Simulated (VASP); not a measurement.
Write the native input for VASP 6.6.1 that does the following.

```
Task                   : single point
Functional             : PBE
Potentials or basis    : VASP PAW PBE potentials, release 64 (Ti_sv)
Cutoff                 : 520 eV
k mesh                 : 24 × 24 × 12
Occupations            : gaussian, width 0.1 eV
Spin                   : no spin polarisation
Dipole correction      : no
Further INCAR settings : ALGO = Fast; EDIFF = 1e-06; NBANDS = 19
```

The structure of Ti lies in POSCAR:

```
Ti
1.0
    2.9384580613      0.0000000000      0.0000000000
   -1.4692290307      2.5447793291      0.0000000000
    0.1395190204      0.0000000000      4.6506340141
Ti
2
Direct
    0.3333333333      0.6666666667      0.2500000000
    0.6666666666      0.3333333333      0.7500000000
```

This cell differs from its parent crystal: shear of c along a, cell held: +3.0 %, then relaxed in part.

These files were run (other wordings do the same):

INCAR

```
PREC = Accurate
ENCUT = 520
EDIFF = 1E-6
ISMEAR = 0
SIGMA = 0.1
LREAL = False
LASPH = True
NELM = 60
ALGO = Fast
ISIF = 2
LWAVE = False
LCHARG = False
GGA = PE
NBANDS = 19
```

KPOINTS

```
Automatic mesh
0
Gamma
  24 24 12
```

Potentials or basis: VASP PAW PBE potentials, release 64 (Ti_sv).

Run with:

```bash
$ cat potpaw_PBE.64/Ti_sv/POTCAR > POTCAR
$ mpirun -np 1 vasp_std > vasp.out
```

Results of the run:

```
Pressure               : -0.6 GPa
Band gap on the k mesh : zero (bands 12 and 13 overlap by 1.16 eV)
```

Caveat: the cell differs from its parent crystal (shear of c along a, cell held: +3.0 %, then relaxed in part).

Run time: 37 min on 1 thread of AMD EPYC 9R45 96-Core Processor (Zen 5), with other jobs on the host, peak memory 0.94 GiB.
